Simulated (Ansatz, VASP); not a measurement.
## One calculation of PtSe2, two programs

The input INCAR:

```
SYSTEM = PtSe2
PREC = Accurate
ENCUT = 520
EDIFF = 1E-7
ISMEAR = 0
SIGMA = 0.05
LREAL = .FALSE.
LASPH = .TRUE.
NELM = 100
ALGO = Normal
ISIF = 2
LWAVE = .FALSE.
LCHARG = .FALSE.
LDIPOL = .TRUE.
IDIPOL = 3
DIPOL = 0.5 0.5 0.395
GGA = PE
IVDW = 12
NBANDS = 31
```

KPOINTS

```
Automatic mesh
0
G
  9 9 1
  0 0 0
```

POSCAR

```
PtSe2
1.0
    3.7070357730      0.0000000000      0.0000000000
   -1.8535178865      3.2103871521      0.0000000000
    0.0000000000      0.0000000000     22.7981619012
Se Pt
4 2
Direct
    0.6666666667      0.3333333333      0.1973843339
    0.3333333333      0.6666666667      0.3135814625
    1.0000000000      1.0000000000      0.4763138799
    0.6666666667      1.3333333333      0.5925110086
    0.0000000000      0.0000000000      0.2554828982
    0.3333333333      0.6666666667      0.5344124442
```

Input for Ansatz:

```yaml
crystal:
  lattice:
    - [3.707035773, 0.0, 0.0]
    - [-1.8535178865, 3.2103871521, 0.0]
    - [0.0, 0.0, 22.7981619012]
  atoms:
    - { symbol: Se, position: [0.6666666667, 0.3333333333, 0.1973843339] }
    - { symbol: Pt, position: [0.0, 0.0, 0.2554828982] }
    - { symbol: Se, position: [0.3333333333, 0.6666666667, 0.3135814625] }
    - { symbol: Se, position: [1.0, 1.0, 0.4763138799] }
    - { symbol: Pt, position: [0.3333333333, 0.6666666667, 0.5344124442] }
    - { symbol: Se, position: [0.6666666667, 1.3333333333, 0.5925110086] }
basis:
  ecutwfc: 420
kpoints:
  mp_grid: { grid: [9, 9, 1] }
hamiltonian:
  xc: pbe
  pseudopotentials: { kind: paw, azcp: { folder: soft_1 } }
  dispersion: d3bj
scf:
  occupations: { method: gaussian, width: 0.05 }
output:
  forces: true
  eigenvalues: true
efield:
  axis: 3
  dipole_correction: true
  ramp_width: 0.04
```

Alike in both runs: task single point; functional PBE; dispersion D3(BJ); k mesh 9 × 9 × 1; occupations gaussian, width 0.05 eV; no spin polarisation.

|  | VASP | Ansatz |
| --- | --- | --- |
| version | VASP 6.6.1 | Ansatz 0.2.0 |
| potentials or method | VASP PAW PBE potentials, release 64 (Se, Pt), cutoff 520 eV | scalar-relativistic, plane waves, PAW |
| valence electrons in the cell | 44 | 100 |

|  | VASP | Ansatz | Ansatz less VASP |
| --- | --- | --- | --- |
| gap on the k mesh at the Fermi level (eV) | 1.11 | 1.12 | +0.008 |
| least direct gap on the mesh (eV) | 1.30 | 1.31 | +0.008 |
| rms of the force components (eV/Å) | 0.035 | 0.035 | +0.0002 |

VASP's potentials hold 44 valence electrons a cell and Ansatz's 100, so a difference there can come from the potentials and not from the codes.

Spin-orbit coupling is off throughout.
